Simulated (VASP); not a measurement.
A run of VASP 6.6.1 is set up as follows.

File POSCAR:

```
Sc3Al
1.0
    4.3821850798      0.0000000000      0.0000000000
    0.0000000000      4.3821850798      0.0000000000
    0.0000000000      0.0000000000      4.3821850798
Sc Al
3 1
Direct
    0.5000000000      0.0000000000      0.5000000000
    0.0000000000      0.5000000000      0.5000000000
    0.5000000000      0.5000000000      0.0000000000
    0.0000000000      0.0000000000      0.0000000000
```

The input INCAR.step1:

```
  PREC = Accurate
  ENCUT = 520
  ISMEAR = 0
  SIGMA = 0.1
  LREAL = F
  LASPH = T
  NELM = 60
  NBANDS = 26
  GGA = PE
  ALGO = Normal
  EDIFF = 1E-4
  LWAVE = T
  LCHARG = F
```

File INCAR.step2:

```
  PREC = Accurate
  ENCUT = 520
  EDIFF = 1E-7
  ISMEAR = 0
  SIGMA = 0.1
  LREAL = F
  LASPH = T
  NELM = 60
  ALGO = Normal
  ISIF = 2
  LWAVE = F
  LCHARG = F
  METAGGA = R2SCAN
  LMIXTAU = T
  NBANDS = 26
  ISTART = 1
```

File KPOINTS:

```
regular mesh
0
Gamma
  10 10 10
```

Potentials or basis: VASP PAW PBE potentials, release 64 (Sc_sv, Al).

Command:

```sh
$ cat potpaw_PBE.64/Sc_sv/POTCAR potpaw_PBE.64/Al/POTCAR > POTCAR
$ cp INCAR.step1 INCAR
$ mpirun -np 1 vasp_std > vasp.out
$ cp INCAR.step2 INCAR
$ mpirun -np 1 vasp_std > vasp.out
```

Task: Estimate the pressure.

Result: 2.3 GPa.

Task: Predict the band gap on the k mesh.

Result: Zero (bands 18 and 19 overlap by 1.65 eV).

Caveat: the PAW data sets were made with another functional, which shifts forces and pressure a little.
